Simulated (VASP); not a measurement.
Input of a VASP 6.6.1 run:

INCAR

```
ALGO = Normal ; EDIFF = 1E-7
ENCUT = 520 ; GGA = PE
ISIF = 2 ; ISMEAR = 0
IVDW = 12 ; LASPH = True
LCHARG = True ; LELF = True
LREAL = False ; LVHAR = True
LWAVE = False ; NBANDS = 18
NELM = 80 ; PREC = Accurate
SIGMA = 0.15
```

KPOINTS

```
k-points
0
Gamma
  12 12 8
```

The input POSCAR:

```
PtSe2
1.0
    3.2057776477      0.0000000000      0.0000000000
   -1.6028888239      3.2662175080      0.0000000000
    0.0000000000      0.0000000000      4.8219239451
Pt Se
1 2
Direct
    0.0000000000      0.0000000000      0.0000000000
    0.3333333333      0.6666666667      0.2655211092
    0.6666666667      0.3333333333      0.7344788908
```

Potentials or basis: VASP PAW PBE potentials, release 64 (Pt, Se).

Run with:

```console
$ cat potpaw_PBE.64/Pt/POTCAR potpaw_PBE.64/Se/POTCAR > POTCAR
$ mpirun -np 1 vasp_std > vasp.out
```

Predict the dispersion energy per atom.

-0.577 eV.

Estimate the largest force.

3.072 eV/Å.

Predict the pressure.

37.5 GPa.

What does it give for the band gap on the k mesh?

Zero (bands 11 and 12 overlap by 1.04 eV).

Forces in eV/Å, atoms in the order of the input:
```
Pt   0.000  0.000  0.000
Se   0.000 -1.554  2.650
Se   0.000  1.554 -2.650
```

Caveat: the cell differs from its parent crystal (normal strain along x -0.1500, normal strain along y +0.0000); the cell stands under pressure; spin-orbit coupling is left out, which moves the levels of the heavy elements; forces of over 1 eV/Å act on the atoms, so gaps and moduli don't describe the material at rest.
